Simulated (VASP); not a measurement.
# C (Cmce) in VASP: a series of runs

The runs below take C through single point, relaxation of cell and atoms, with PBE.

All numbers are computed with VASP 6.6.1; they aren't measurements. Logs are shortened: lines on timing, memory, paths and dates and some standing lists are left out, and cuts for length are marked.

### Step 1. The cell of the first run

Symmetry: Cmce, No. 64, orthorhombic system. The conventional cell has a = 4.921 Å, b = 7.210 Å, c = 2.370 Å, α = 90.00°, β = 90.00°, γ = 90.00°. C (site symmetry m) has 3 C at 1.46 to 1.47 Å within 1.9 Å. C (site symmetry 2) has 4 C at 1.46 Å within 1.9 Å.

### Step 2. Single point, PBE

INCAR

```
SYSTEM = C
ALGO     = Normal         ! electronic algorithm
EDIFF    = 1E-6           ! SCF threshold, eV
ENCUT    = 520            ! plane-wave cutoff, eV
GGA      = PE             ! functional
ISIF     = 2              ! what is computed and relaxed
ISMEAR   = 0              ! smearing method
LASPH    = .True.         ! aspherical terms in the spheres
LCHARG   = .True.         ! write CHGCAR
LELF     = .True.         ! ELF
LREAL    = .False.        ! projectors in reciprocal space
LVHAR    = .True.       
LWAVE    = .False.        ! write WAVECAR
NBANDS   = 26             ! bands
NELM     = 60             ! most SCF steps
PREC     = Accurate       ! precision mode
SIGMA    = 0.1            ! smearing width, eV
```

KPOINTS

```
k-points
0
Gamma
  4 4 8
  0 0 0
```

POSCAR

```
C
1.0
    2.4606645800     -3.6051768600      0.0000000000
    2.4606645800      3.6051768600      0.0000000000
    0.0000000000      0.0000000000      2.3696127400
C
8
Direct
    0.5864487000      0.4135513000      0.8372320400
    0.9135513000      0.0864487000      0.3372320400
    0.4407457600      0.0592542400      0.7500000000
    0.0592542400      0.4407457600      0.2500000000
    0.5592542400      0.9407457600      0.2500000000
    0.9407457600      0.5592542400      0.7500000000
    0.0864487000      0.9135513000      0.6627679600
    0.4135513000      0.5864487000      0.1627679600
```

Potentials or basis: VASP PAW PBE potentials, release 64 (C).

Run with:

```console
$ cat potpaw_PBE.64/C/POTCAR > POTCAR
$ mpirun -np 1 vasp_std > vasp.out
```

OUTCAR:

```text
SYSTEM = C
   EDIFF = 1E-6
   ENCUT = 520
   GGA = PE
   ISIF = 2
   ISMEAR = 0
   LASPH = .True.
   LREAL = .False.
   NELM = 60
   PREC = Accurate

 ion  position               nearest neighbor table
   1  0.586  0.414  0.837-   3 1.46   6 1.46   8 1.47   8 2.03
   2  0.914  0.086  0.337-   4 1.46   5 1.46   7 1.47   7 2.03
   3  0.441  0.059  0.750-   1 1.46   7 1.46   5 1.46   5 1.46
   4  0.059  0.441  0.250-   2 1.46   8 1.46   6 1.46   6 1.46
   5  0.559  0.941  0.250-   2 1.46   8 1.46   3 1.46   3 1.46
   6  0.941  0.559  0.750-   1 1.46   7 1.46   4 1.46   4 1.46
   7  0.086  0.914  0.663-   3 1.46   6 1.46   2 1.47   2 2.03
   8  0.414  0.586  0.163-   4 1.46   5 1.46   1 1.47   1 2.03

  LATTYP: Found a base centered orthorhombic cell.
 ALAT       =     4.9213291600
 B/A-ratio  =     1.4651232392
 C/A-ratio  =     0.4814985267

  Lattice vectors:

 A1 = (   2.4606645800,  -3.6051768600,   0.0000000000)
 A2 = (   2.4606645800,   3.6051768600,   0.0000000000)
 A3 = (   0.0000000000,   0.0000000000,   2.3696127400)

Analysis of symmetry for initial positions (statically):
=====================================================================
 Subroutine PRICEL returns:
 Original cell was already a primitive cell.

 Routine SETGRP: Setting up the symmetry group for a
 base centered orthorhombic supercell.

 Subroutine GETGRP returns: Found  8 space group operations
 (whereof  4 operations were pure point group operations)
 out of a pool of  8 trial point group operations.

The static configuration has the point symmetry C_2h.
 The point group associated with its full space group is D_2h.

Analysis of symmetry for dynamics (positions and initial velocities):
=====================================================================
 Subroutine PRICEL returns:
 Original cell was already a primitive cell.

 Routine SETGRP: Setting up the symmetry group for a
 base centered orthorhombic supercell.

 Subroutine GETGRP returns: Found  8 space group operations
 (whereof  4 operations were pure point group operations)
 out of a pool of  8 trial point group operations.

The dynamic configuration has the point symmetry C_2h.
 The point group associated with its full space group is D_2h.

 Subroutine INISYM returns: Found  8 space group operations
[... 109 lines left out ...]
   EDIFF  = 0.1E-05   stopping-criterion for ELM
   LREAL  =      F    real-space projection
   EDIFFG = 0.1E-04   stopping-criterion for IOM
   NSW    =      0    number of steps for IOM
   IBRION =     -1    ionic relax: 0-MD 1-quasi-New 2-CG
   NFREE  =      0    steps in history (QN), initial steepest desc. (CG)
   ISIF   =      2    stress and relaxation
   ISYM   =      2    0-nonsym 1-usesym 2-fastsym
   POTIM  = 0.5000    time-step for ionic-motion
   TEBEG  =    0.0;   TEEND  =   0.0 temperature during run
   PSTRESS=    0.0 pullay stress
   NELECT =      32.0000    total number of electrons
   NUPDOWN=      -1.0000    fix difference up-down
   EMIN   =  10.00;   EMAX   =-10.00  energy-range for DOS
   EFERMI =   0.00;   METHOD = LEGACY
   ISMEAR =     0;   SIGMA  =   0.10  broadening in eV -4-tet -1-fermi 0-gaus
   EFERMI_NEDOS =   21; number of points for ismear=-14 and -15
   IALGO  =     38    algorithm
   IMIX   =      4    mixing-type and parameters
     AMIX     =   0.40;   BMIX     =  1.00
     AMIX_MAG =   1.60;   BMIX_MAG =  1.00
  volume/ion in A,a.u.               =       5.26        35.46
  Fermi-wavevector in a.u.,A,eV,Ry     =   1.494730  2.824630 30.398371  2.234217
  Thomas-Fermi vector in A             =   2.606965
   LORBIT       =      0    0 simple, 1 ext, 2 COOP (PROOUT), +10 PAW based schemes
   GGA     = PE    functional components
   LHFCALC =     F    Hartree Fock is set to
   AEXX    =    0.0000 exact exchange contribution
   IVDW    =     0    specifies the selected vdW correction
   LEPSILON=     F    determine dielectric tensor
   LRPA    =     F    only Hartree local field effects (RPA)
 non-spin polarized calculation
 Gauss-broadening in eV      SIGMA  =   0.10
  energy-cutoff  :      520.00
  volume of cell :       42.04
 maximum number of plane-waves:      1144
   NGX = 17   NGY = 17   NGZ =  9

 number of electron      31.9999997 magnetization

 Free energy of the ion-electron system (eV)
  ---------------------------------------------------
  ext. energy  EPLUGINS =         0.00000000
  ---------------------------------------------------
  free energy    TOTEN  =       -66.30937257 eV

  energy without entropy =      -66.30042747  energy(sigma->0) =      -66.30490002

 E-fermi :  13.3442     XC(G=0): -13.6586

 val. band max:       13.3232556505   @ k =   0.5000   0.0000   0.0000
 cond. band min:      13.3475761017   @ k =   0.5000   0.2500   0.5000
 fundamental gap:      0.0243204512
 Fermi energy:        13.3442037788

 k-point     1 :       0.0000    0.0000    0.0000
  band No.  band energies     occupation
      1     -12.0313      2.00000
      2      -6.9080      2.00000
      3      -4.9961      2.00000
      4      -4.5017      2.00000
      5      -3.3234      2.00000
      6      -3.0975      2.00000
[... 685 lines left out ...]
     25      24.1211      0.00000
     26      24.1238      0.00000

 [... further k-points ...]

------------------------ aborting loop because EDIFF is reached ----------------------------------------

  FORCE on cell =-STRESS in cart. coord.  units (eV):
  Direction    XX          YY          ZZ          XY          YZ          ZX
  --------------------------------------------------------------------------------------
  -------------------------------------------------------------------------------------
  Total       13.7486227     12.9951411     26.3233039      0.0000000      0.0000000      0.0000000
  in kB      523.9422386    495.2280279   1003.1470859      0.0000000      0.0000000      0.0000000
  external PRESSURE =     674.1057841 kB  Pullay stress =       0.0000000 kB

 VOLUME and BASIS-vectors are now :
 -----------------------------------------------------------------------------
  energy-cutoff  :      520.00
  volume of cell :       42.04
      direct lattice vectors                 reciprocal lattice vectors
     2.460664580 -3.605176860  0.000000000     0.203197138 -0.138689451  0.000000000
     2.460664580  3.605176860  0.000000000     0.203197138  0.138689451  0.000000000
     0.000000000  0.000000000  2.369612740     0.000000000  0.000000000  0.422009885

 POSITION                                       TOTAL-FORCE (eV/Angst)
 -----------------------------------------------------------------------------------
      2.46066     -0.62333      1.98392         0.000000      5.408834     -2.926527
      2.46066     -2.98185      0.79911         0.000000     -5.408834     -2.926527
      1.23033     -1.37534      1.77721         0.000000      1.971351     -0.000000
      1.23033      1.37534      0.59240         0.000000     -1.971351      0.000000
      3.69100      1.37534      0.59240         0.000000     -1.971351     -0.000000
      3.69100     -1.37534      1.77721         0.000000      1.971351     -0.000000
      2.46066      2.98185      1.57050         0.000000      5.408834      2.926527
      2.46066      0.62333      0.38570         0.000000     -5.408834      2.926527
 -----------------------------------------------------------------------------------
    total drift:                               -0.000000      0.000000     -0.000000

  FREE ENERGIE OF THE ION-ELECTRON SYSTEM (eV)
  ---------------------------------------------------
  free  energy   TOTEN  =       -66.3093725736 eV

  energy  without entropy=      -66.3004274750  energy(sigma->0) =      -66.30490002
```

OSZICAR:

```text
N       E                     dE             d eps       ncg     rms          rms(c)
DAV:   1     0.753889207052E+02    0.75389E+02   -0.17119E+04  1820   0.121E+03
DAV:   2    -0.642982595616E+02   -0.13969E+03   -0.13055E+03  2356   0.240E+02
DAV:   3    -0.696528551763E+02   -0.53546E+01   -0.52877E+01  2410   0.415E+01
DAV:   4    -0.697011713475E+02   -0.48316E-01   -0.48227E-01  2300   0.429E+00
DAV:   5    -0.697019473966E+02   -0.77605E-03   -0.77564E-03  2398   0.484E-01    0.126E+01
DAV:   6    -0.671181191768E+02    0.25838E+01   -0.17898E+00  2106   0.782E+00    0.747E+00
DAV:   7    -0.663032487847E+02    0.81487E+00   -0.18177E+00  2188   0.788E+00    0.199E+00
DAV:   8    -0.663088959048E+02   -0.56471E-02   -0.53907E-02  2252   0.147E+00    0.544E-01
DAV:   9    -0.663093038495E+02   -0.40794E-03   -0.43083E-03  2274   0.433E-01    0.515E-02
DAV:  10    -0.663093475160E+02   -0.43666E-04   -0.21449E-04  2254   0.914E-02    0.288E-02
DAV:  11    -0.663093678233E+02   -0.20307E-04   -0.15033E-05  2262   0.312E-02    0.878E-03
DAV:  12    -0.663093725680E+02   -0.47447E-05   -0.72100E-06  2166   0.190E-02    0.271E-03
DAV:  13    -0.663093725736E+02   -0.55802E-08   -0.40780E-07  1236   0.466E-03
   1 F= -.66309373E+02 E0= -.66304900E+02  d E =-.894510E-02
```

Wall time 21 s (1 thread of Intel Xeon 6975P-C, shared host); peak memory 0.15 GiB.

What came out:

```yaml
Free_energy: -66.3094 eV
Pressure: 67.4 GPa
Largest_force: 6.150 eV/Å
Band_gap_on_the_k_mesh: zero (band 16 reaches 14.16 eV, above the bottom of band 17 at 12.60 eV)
```

Forces on the atoms (eV/Å):
```
C    0.000  5.409 -2.927
C    0.000 -5.409 -2.927
C    0.000  1.971  0.000
C    0.000 -1.971  0.000
C    0.000 -1.971  0.000
C    0.000  1.971  0.000
C    0.000  5.409  2.927
C    0.000 -5.409  2.927
```

Caveat: the k points lie up to 0.39 Å⁻¹ apart; forces of over 1 eV/Å act on the atoms, so gaps and moduli don't describe the material at rest.

### Step 3. Relaxation of cell and atoms, PBE

INCAR

```
SYSTEM = C
PREC     = Accurate       ! precision mode
ENCUT    = 600            ! plane-wave cutoff, eV
EDIFF    = 1E-6           ! SCF threshold, eV
ISMEAR   = 0              ! smearing method
SIGMA    = 0.1            ! smearing width, eV
LREAL    = .FALSE.        ! projectors in reciprocal space
LASPH    = .TRUE.         ! aspherical terms in the spheres
NELM     = 80             ! most SCF steps
ALGO     = Normal         ! electronic algorithm
ISIF     = 3              ! what is computed and relaxed
LWAVE    = .FALSE.        ! write WAVECAR
LCHARG   = .FALSE.        ! write CHGCAR
GGA      = PE             ! functional
IBRION   = 2              ! ionic algorithm
NSW      = 90             ! ionic steps
EDIFFG   = -0.04          ! ionic threshold
```

KPOINTS

```
Automatic mesh
0
G
  4 4 8
  0 0 0
```

POSCAR is that of step 2.

Potentials or basis: VASP PAW PBE potentials, release 64 (C).

Run with:

```console
$ cat potpaw_PBE.64/C/POTCAR > POTCAR
$ mpirun -np 1 vasp_std > vasp.out
```

Run time: 3.8 min. Hardware: 1 thread of Intel Xeon 6975P-C, shared host; peak memory 0.17 GiB.

Results (log left out):

- Free energy: -72.7471 eV
- Relaxed volume: 5.70 Å³/atom
- Relaxed cell: a = 4.374 Å, b = 4.374 Å, c = 2.527 Å, α = 90.00°, β = 90.00°, γ = 109.47°
- Space group after relaxing (to 0.05 Å): Fd-3m (No. 227)
- Energy gained by relaxing: 801.9 meV/atom
- Ionic steps: 12
- Pressure after relaxing: 0.1 GPa
- Largest force after relaxing: 0.025 eV/Å
- Band gap on the k mesh: 4.12 eV, indirect (least direct gap 4.73 eV)

Forces on the atoms (eV/Å):
```
C    0.000 -0.025 -0.006
C    0.000  0.025 -0.006
C    0.000  0.004  0.000
C    0.000 -0.004  0.000
C    0.000 -0.004  0.000
C    0.000  0.004  0.000
C    0.000 -0.025  0.006
C    0.000  0.025  0.006
```

Stress tensor (GPa, compression positive):
```
 0.17  0.00  0.00
 0.00  0.09  0.00
 0.00  0.00 -0.10
```

Step by step:
| step | energy change (eV) | largest force (eV/Å) | pressure (GPa) | volume (Å³) |
| --- | --- | --- | --- | --- |
| 1 | 0.0000 | 6.1506 | 66.64 | 42.04 |
| 2 | -1.9082 | 6.7434 | -54.03 | 56.70 |
| 3 | -4.1822 | 5.7569 | -25.00 | 50.13 |
| 4 | 1.0615 | 16.3258 | -10.90 | 53.00 |
| 5 | -5.5155 | 1.4483 | -38.50 | 51.03 |
| 6 | -5.9706 | 1.8692 | 32.35 | 42.74 |
| 7 | -6.3950 | 0.6298 | -2.24 | 45.84 |
| 8 | -6.3951 | 0.6579 | -1.30 | 45.74 |
| 9 | -6.3945 | 0.7454 | 2.58 | 45.33 |
| 10 | -6.4149 | 0.0583 | 0.51 | 45.53 |
| 11 | -6.4154 | 0.0647 | -0.18 | 45.60 |
| 12 | -6.4155 | 0.0255 | 0.05 | 45.58 |

Final structure:
```cif
data_structure
_symmetry_space_group_name_H-M 'P 1'
_symmetry_Int_Tables_number 1
_cell_length_a 4.3743
_cell_length_b 4.3743
_cell_length_c 2.5266
_cell_angle_alpha 90.000
_cell_angle_beta 90.000
_cell_angle_gamma 109.470
_cell_volume 45.58
loop_
_atom_site_label
_atom_site_type_symbol
_atom_site_fract_x
_atom_site_fract_y
_atom_site_fract_z
_atom_site_occupancy
C1 C 0.56246 0.43754 0.75004 1
C2 C 0.93754 0.06246 0.25004 1
C3 C 0.43750 0.06250 0.75000 1
C4 C 0.06250 0.43750 0.25000 1
C5 C 0.56250 0.93750 0.25000 1
C6 C 0.93750 0.56250 0.75000 1
C7 C 0.06246 0.93754 0.74996 1
C8 C 0.43754 0.56246 0.24996 1
```

Levels at points of the mesh, in eV from the valence-band top:
| k point | band 13 | band 14 | band 15 | band 16 | band 17 | band 18 | band 19 | band 20 |
| --- | --- | --- | --- | --- | --- | --- | --- | --- |
| (0.00, 0.00, 0.00) | -2.79 | -0.01 | 0.00 | 0.00 | 4.73 | 4.75 | 5.57 | 5.57 |
| (0.50, 0.00, 0.00) | -1.75 | -1.75 | -1.74 | -1.74 | 6.05 | 6.05 | 7.76 | 7.76 |
| (0.50, 0.50, 0.00) | -4.10 | -4.10 | -3.01 | -3.00 | 4.42 | 4.43 | 7.89 | 7.90 |
| (0.00, 0.00, 0.50) | -7.58 | -7.58 | -3.00 | -3.00 | 7.91 | 7.91 | 9.97 | 9.97 |
| (0.50, 0.00, 0.50) | -4.86 | -4.86 | -4.86 | -4.86 | 6.06 | 6.06 | 6.06 | 6.06 |
| (0.50, 0.50, 0.50) | -2.79 | -2.79 | -2.79 | -2.79 | 4.75 | 4.75 | 4.75 | 4.75 |

### Step 4. Single point, PBE, collinear spin, ferromagnetic start

INCAR

```
PREC = Accurate
ENCUT = 520
EDIFF = 1E-6
ISMEAR = 0
SIGMA = 0.1
LREAL = F
LASPH = T
NELM = 150
ALGO = Normal
ISIF = 2
LWAVE = F
LCHARG = F
ISPIN = 2
MAGMOM = 1 1 1 1 1 1 1 1
LORBIT = 11
GGA = PE
NBANDS = 30
```

KPOINTS

```
regular mesh
0
Gamma
  4 4 8
```

POSCAR is that of step 3.

Run with:

```console
$ cat potpaw_PBE.64/C/POTCAR > POTCAR
$ mpirun -np 1 vasp_std > vasp.out
```

Wall time 59 s (1 thread of Intel Xeon 6975P-C, shared host); peak memory 0.19 GiB.

The run converged. Its results:

| Quantity | Value |
| --- | --- |
| Free energy | -66.3094 eV |
| Pressure | 67.4 GPa |
| Largest force | 6.150 eV/Å |
| Band gap on the k mesh | zero (filled and empty bands overlap) |
| Net moment | 0.00 μB per cell |
| Valence electrons inside the program's atomic spheres | C 2.63, 2.77 |

Forces in eV/Å, atoms in the order of the input:
```
C    0.000  5.409 -2.927
C    0.000 -5.409 -2.927
C    0.000  1.971  0.000
C    0.000 -1.971  0.000
C    0.000 -1.971  0.000
C    0.000  1.971  0.000
C    0.000  5.409  2.927
C    0.000 -5.409  2.927
```

Stress tensor (GPa, compression positive):
```
 52.39   0.00   0.00
  0.00  49.53   0.00
  0.00   0.00 100.31
```

Levels at points of the mesh, in eV from the Fermi level:
Spin up:
```csv
k point,band 12,band 13,band 14,band 15,band 16,band 17,band 18,band 19,band 20,band 21
"(0.00, 0.00, 0.00)",-6.15,-4.16,-3.61,-0.25,0.32,0.35,2.31,2.69,2.93,3.62
"(0.50, 0.00, 0.00)",-6.79,-5.75,-5.75,-0.02,-0.02,1.19,1.19,5.31,5.31,5.92
"(0.50, 0.50, 0.00)",-7.54,-7.37,-5.15,-1.99,-0.52,0.29,2.37,2.54,4.22,6.84
"(0.00, 0.00, 0.50)",-10.96,-9.17,-9.17,-6.32,-6.32,2.37,2.37,5.99,5.99,6.81
"(0.50, 0.00, 0.50)",-9.68,-8.52,-8.52,-6.49,-6.49,0.85,0.85,2.91,2.91,7.56
"(0.50, 0.50, 0.50)",-9.10,-6.54,-6.54,-4.83,-4.83,-0.74,-0.74,2.76,2.76,3.91
```
Spin down:
```
           k point  band 13  band 14  band 15  band 16  band 17  band 18  band 19  band 20
(0.00, 0.00, 0.00)    -4.16    -3.61    -0.25     0.32     0.35     2.31     2.69     2.93
(0.50, 0.00, 0.00)    -5.75    -5.75    -0.02    -0.02     1.19     1.19     5.31     5.31
(0.50, 0.50, 0.00)    -7.37    -5.15    -1.99    -0.52     0.29     2.37     2.54     4.22
(0.00, 0.00, 0.50)    -9.17    -9.17    -6.32    -6.32     2.37     2.37     5.99     5.99
(0.50, 0.00, 0.50)    -8.52    -8.52    -6.49    -6.49     0.85     0.85     2.91     2.91
(0.50, 0.50, 0.50)    -6.54    -6.54    -4.83    -4.83    -0.74    -0.74     2.76     2.76
```

Caveat: the k points lie up to 0.39 Å⁻¹ apart; forces of over 1 eV/Å act on the atoms, so gaps and moduli don't describe the material at rest.

### Step 5. Overview

| task | spin | cell | cutoff (eV) | gap on the mesh (eV) | pressure (GPa) | largest force (eV/Å) |
| --- | --- | --- | --- | --- | --- | --- |
| single point | off | as given | 520 | none | 67.4 | 6.15 |
| relaxation of cell and atoms | off | relaxed | 600 | 4.12 | 0.1 | 0.03 |
| single point | collinear, ferromagnetic start | as given | 520 | none | 67.4 | 6.15 |

Alike in all rows: level PBE; potentials or basis VASP PAW PBE potentials, release 64 (C); k mesh 4 × 4 × 8; smearing gaussian 0.1 eV.

Caveats: some runs use coarse meshes; forces of over 1 eV/Å act on the atoms, so gaps and moduli don't describe the material at rest (some runs).

Total energies depend on the potentials used, so only differences within one code and one set of settings carry meaning.
